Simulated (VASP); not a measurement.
## CuI: single point with r2SCAN

CuI:

```
Cu I
1.0
     0.00000    2.85611    2.85611
     2.85611    0.00000    2.85611
     2.85611    2.85611    0.00000
Cu I
1 1
Direct
  0.00000 0.00000 0.00000
  0.50000 0.50000 0.50000
```

| Quantity | Value |
| --- | --- |
| Program | VASP 6.6.1 |
| Task | single point |
| Functional | r2SCAN |
| Potentials or basis | VASP PAW PBE potentials, release 64 (Cu, I) |
| Cutoff | 520 eV |
| k mesh | 6 × 6 × 6 |
| Occupations | fermi-dirac, width 0.02 eV |
| Spin | no spin polarisation |
| Dipole correction | no |
| Further INCAR settings | ALGO = Normal; EDIFF = 1e-06; NBANDS = 16 |

```json
{
 "Pressure": "-0.1 GPa",
 "Band gap on the k mesh": "zero (band 9 reaches 6.14 eV, above the bottom of band 10 at 6.04 eV)"
}
```

Levels at points of the mesh, in eV from the Fermi level:
| k point | band 6 | band 7 | band 8 | band 9 | band 10 | band 11 | band 12 | band 13 |
| --- | --- | --- | --- | --- | --- | --- | --- | --- |
| (0.00, 0.00, 0.00) | -1.97 | -1.94 | -1.94 | -1.94 | 1.55 | 7.73 | 7.73 | 7.73 |
| (0.50, 0.00, 0.00) | -1.72 | -1.62 | -0.01 | -0.01 | 3.26 | 4.79 | 4.79 | 6.22 |
| (0.50, 0.50, 0.00) | -1.86 | -1.65 | -1.65 | -1.52 | -0.12 | 4.72 | 10.82 | 10.82 |

Wall time 65 s on 1 thread of Intel(R) Xeon(R) Platinum 8375C CPU @ 2.90GHz (Ice Lake), on a shared host, peak memory 0.17 GiB.

Caveat: the PAW data sets were made with another functional, which shifts forces and pressure a little; spin-orbit coupling is left out, which moves the levels of the heavy elements; semilocal functionals often make such compounds metallic where correlation or magnetic order opens a gap, which also shifts bond lengths.
